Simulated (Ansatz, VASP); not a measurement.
# Tl2F in VASP and in Ansatz

```xyz
3
Lattice="5.2330 0.0000 0.0000 -2.6165 4.5319 0.0000 0.0000 0.0000 3.3091" Properties=species:S:1:pos:R:3 pbc="T T T"
Tl    0.0000    3.0213    1.6546
Tl    2.6165    1.5106    1.6546
F     0.0000    0.0000    1.6546
```

Alike in both runs: functional PBE; k mesh 6 × 6 × 4; occupations gaussian, width 0.1 eV; no spin polarisation.

Ansatz relaxed the structure, and its values are those at the end. VASP's run is a single point on that final structure, the one shown.

|  | VASP | Ansatz |
| --- | --- | --- |
| version | VASP 6.6.1 | Ansatz 0.2.0 |
| potentials or method | VASP PAW PBE potentials, release 64 (Tl_d, F), cutoff 520 eV | scalar-relativistic, plane waves, PAW |
| valence electrons in the cell | 33 | 33 |

```tsv
	VASP	Ansatz	Ansatz less VASP
gap on the k mesh at the Fermi level (eV)	none	none	-
pressure (GPa)	0.1	0.2	+0.12
```

A gap of «none» marks a metal or a gap that the smearing closes.

The k mesh is coarse, so the values compare programs but aren't converged. Neither program's run includes spin-orbit coupling.
